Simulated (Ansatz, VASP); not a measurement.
**One calculation of C, two programs**

The input INCAR:

```
SYSTEM = C
ALGO = Normal
EDIFF = 1E-6
ENCUT = 520
GGA = PE
GGA_COMPAT = .FALSE.
ISIF = 2
ISMEAR = -1
LASPH = .TRUE.
LCHARG = .FALSE.
LREAL = Auto
LWAVE = .FALSE.
NBANDS = 88
NELM = 120
PREC = Accurate
SIGMA = 0.01
```

File KPOINTS:

```
k-points
0
G
  1 1 1
  0 0 0
```

Contents of POSCAR:

```
C
1.0
   -3.5715719948      3.5715719948      3.5715719948
    3.5715719948     -3.5715719948      3.5715719948
    3.5715719948      3.5715719948     -3.5715719948
C
33
Direct
    0.0094380434      0.0060360028      0.0092340613
   -0.0004720447      0.2457298530      0.7454407822
    0.0005868043      0.4950768773      0.4971213127
   -0.0093180561      0.7489760812      0.2475271140
    0.2643262913      0.0043906731      0.7529671626
    0.2488716907      0.2543008256      0.5046459349
    0.2058710889      0.4870828690      0.2227043119
    0.2477159688      0.7510899677     -0.0074358809
    0.4847457994      0.0129517287      0.4697108890
    0.5023686657      0.2622347808      0.2488190341
    0.4977668804      0.4956507149      0.0108081748
    0.5152547241      0.7340897687      0.7790784314
    0.7511963615      0.0049357395      0.2563296608
    0.7357875340      0.2378238713     -0.0090147481
    0.7523922874      0.4940373473      0.7542998415
    0.7943086741      0.7660031165      0.5321139813
    0.0270888861      0.0103779313      0.7644594708
    0.0000419508      0.2500058771      0.5008797894
   -0.0269416933      0.4865535052      0.2342242851
    0.0000515883      0.7500331176      0.0009036455
    0.2445694795      0.0052633760      0.4950553258
    0.2517482512      0.2611747022      0.2560850812
    0.2389806970      0.4947922926     -0.0098328904
    0.2560087067      0.7465149049      0.7457005093
    0.4968271105      0.0135014133      0.2373748961
    0.5000585602      0.2500171959      0.0008818652
    0.5032294951      0.4897054217      0.7675869771
    0.4105188573      0.7500080841      0.4111183259
    0.7555150077     -0.0003296210      0.0115952877
    0.7440782516      0.2388881165      0.7414345774
    0.7611570151      0.5003402537      0.5067352137
    0.7483775406      0.7535178544      0.2603553661
    0.5896643299      0.7496414381      0.5904001384
```

Input for Ansatz:

```yaml
crystal:
  checkpoint: "../q0.relax.run"
  host: checkpoint
basis:
  ecutwfc: 420
  xc_grid: 2
hamiltonian:
  xc: pbe
kpoints:
  mp_grid: { grid: [1, 1, 1] }
scf:
  occupations: { method: fermi_dirac, width: 0.01 }
  max_iter: 60
output:
  forces: true
  eigenvalues: true
  charged_corrections:
    epsilon: 5.85
    static_epsilon: 5.85
    defect_position: [0.574469, 0.824469, 0.648938]
checkpoint:
  read: "../q0.relax.run"
  write: "../q0.s2.run"
  compress: false
  write_wavefunctions: false
  write_every: 100000
```

Alike in both runs: task single point; functional PBE; k mesh 1 × 1 × 1; occupations fermi-dirac, width 0.01 eV; no spin polarisation.

|  | VASP | Ansatz |
| --- | --- | --- |
| version | VASP 6.6.1 | Ansatz 0.2.0 |
| potentials or method | VASP PAW PBE potentials, release 64 (C), cutoff 520 eV | plane-wave PAW DFT |
| valence electrons in the cell | 132 | 132 |

Ansatz gave:

| Property | Result |
| --- | --- |
| gap on the k mesh at the Fermi level (eV) | 0.65 |
| rms of the force components (eV/Å) | 0.234 |

Problem. Estimate VASP's values.

Solution. gap on the k mesh at the Fermi level (eV): 0.65; rms of the force components (eV/Å): 0.242.

Atom by atom the forces differ by 0.012 eV/Å (rms over components).
